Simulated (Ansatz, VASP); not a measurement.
## Two plane-wave programs on VCuP2O8

```xyz
24
Lattice="4.8527 0.0000 0.0000 0.0000 5.9193 0.0000 -0.2746 0.0000 9.7909" Properties=species:S:1:pos:R:3 pbc="T T T"
V     2.2039    4.4395    2.1592
V     2.3741    1.4798    7.6317
Cu    4.3590    1.4798    2.7760
Cu    0.2191    4.4395    7.0149
P     2.0614    1.4798    0.9285
P     4.2994    4.4395    3.9299
P     0.2786    1.4798    5.8610
P     2.5166    4.4395    8.8624
O     3.2422    4.4395    0.5559
O     3.5792    1.4798    1.0356
O     1.4331    0.2125    1.6335
O     1.4331    2.7471    1.6335
O     3.5252    5.5941    3.1705
O     3.5252    3.2849    3.1705
O     0.9495    4.4395    3.6265
O     0.5653    1.4798    4.3776
O     4.0128    4.4395    5.4133
O     3.6286    1.4798    6.1644
O     1.0528    0.3252    6.6205
O     1.0528    2.6344    6.6205
O     3.1449    3.1722    8.1574
O     3.1449    5.7068    8.1574
O     0.9989    4.4395    8.7553
O     1.3358    1.4798    9.2350
```

Alike in both runs: task electric field gradients; functional PBE; k mesh 4 × 4 × 2; occupations fermi-dirac, width 0.02 eV; no spin polarisation.

```csv
,VASP,Ansatz
version,VASP 6.6.1,Ansatz 0.2.0
potentials or method,"VASP PAW PBE potentials, release 64 (V_sv, Cu, P, O)","plane-wave PAW, scalar-relativistic"
plane-wave cutoff (eV),520,420
valence electrons in the cell,164,180
```

|  | VASP | Ansatz | Ansatz less VASP |
| --- | --- | --- | --- |
| pressure (GPa) | 0.2 | 0.4 | +0.18 |
| traceless stress, the component that is largest in VASP (GPa) | -0.57 | -0.41 | +0.155 |
| rms of the force components (eV/Å) | 0.279 | 0.291 | +0.0119 |
| size of Vzz on the site where it differs most (V/Å²) | 87.8 | 91.1 | +3.28 |

Atom by atom the forces differ by 0.044 eV/Å (rms over components). The functional is the same, so the differences come from potentials, cutoffs and numerics. VASP's potentials hold 164 valence electrons a cell and Ansatz's 180, so a difference there can come from the potentials and not from the codes.
